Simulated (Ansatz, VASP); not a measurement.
# Two plane-wave programs on BaTiO3

File INCAR:

```
PREC     = Accurate       # precision mode
ENCUT    = 1340           # plane-wave cutoff, eV
EDIFF    = 1E-6           # SCF threshold, eV
ISMEAR   = 0              # smearing method
SIGMA    = 0.01           # smearing width, eV
LREAL    = False          # projectors in reciprocal space
LASPH    = True           # aspherical terms in the spheres
NELM     = 120            # most SCF steps
ALGO     = Normal         # electronic algorithm
ISIF     = 2              # what is computed and relaxed
LWAVE    = False          # write WAVECAR
LCHARG   = False          # write CHGCAR
GGA      = PE             # functional
NBANDS   = 28             # bands
GGA_COMPAT= False
```

File KPOINTS:

```
Automatic mesh
0
Gamma
  6 6 6
```

POSCAR

```
BaTiO3
1.0
    3.8677504747      0.0000000000      0.0000000000
    0.0000000000      3.8677504747      0.0000000000
    0.0000000000      0.0000000000      3.8677504747
Ba Ti O
1 1 3
Direct
    0.5000000000      0.5000000000      0.5000000000
    0.0000000000      0.0000000000      0.0000000000
    0.5000000000      0.0000000000      0.0000000000
    0.0000000000      0.5000000000      0.0000000000
    0.0000000000      0.0000000000      0.5000000000
```

Input for Ansatz:

```yaml
crystal:
  lattice:
    - [3.867750474730153, 0.0, 0.0]
    - [0.0, 3.867750474730153, 0.0]
    - [0.0, 0.0, 3.867750474730153]
  atoms:
    - { symbol: Ba, position: [0.5, 0.5, 0.5] }
    - { symbol: Ti, position: [0.0, 0.0, 0.0] }
    - { symbol: O, position: [0.5, 0.0, 0.0] }
    - { symbol: O, position: [0.0, 0.5, 0.0] }
    - { symbol: O, position: [0.0, 0.0, 0.5] }
basis:
  ecutwfc: 517.016338673772
kpoints:
  mp_grid:
    grid: [6, 6, 6]
hamiltonian:
  xc: pbe
scf:
  occupations:
    method: fixed
output:
  stress: true
```

Alike in both runs: task single point; functional PBE; k mesh 6 × 6 × 6; no spin polarisation.

|  | VASP | Ansatz |
| --- | --- | --- |
| version | VASP 6.6.1 | Ansatz 0.2.0 |
| potentials or method | VASP PAW PBE potentials, release 64 (Ba_sv, Ti_sv, O_h), cutoff 1340 eV | plane waves, PAW |
| occupations | gaussian, width 0.01 eV | fixed |
| valence electrons in the cell | 40 | 40 |

|  | VASP | Ansatz | Ansatz less VASP |
| --- | --- | --- | --- |
| pressure (GPa) | 26.8 | 24.3 | -2.43 |

Spin-orbit coupling is off throughout.
